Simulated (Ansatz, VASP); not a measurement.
# CdF2: VASP beside Ansatz

```xyz
3
Lattice="0.0000 2.7005 2.7005 2.7005 0.0000 2.7005 2.7005 2.7005 0.0000" Properties=species:S:1:pos:R:3 pbc="T T T"
Cd    0.0000    0.0000    0.0000
F     1.3503    1.3503    1.3503
F     4.0508    4.0508    4.0508
```

Alike in both runs: task relaxation of cell and atoms; functional PBE; k mesh 8 × 8 × 8; occupations gaussian, width 0.02 eV; no spin polarisation.

|  | VASP | Ansatz |
| --- | --- | --- |
| version | VASP 6.6.1 | Ansatz 0.2.0 |
| potentials or method | VASP PAW PBE potentials, release 64 (Cd, F), cutoff 600 eV | scalar-relativistic, plane waves, PAW |
| valence electrons in the cell | 26 | 34 |

|  | VASP | Ansatz | Ansatz less VASP |
| --- | --- | --- | --- |
| gap on the k mesh at the Fermi level, each at its own relaxed structure (eV) | 2.87 | 2.92 | +0.045 |
| relaxed volume (Å³/atom) | 13.79 | 13.72 | -0.062 |
| relaxed cell length with the largest relative difference (Å) | 3.882 | 3.876 | -0.0058 |

VASP's potentials hold 26 valence electrons a cell and Ansatz's 34, so a difference there can come from the potentials and not from the codes.
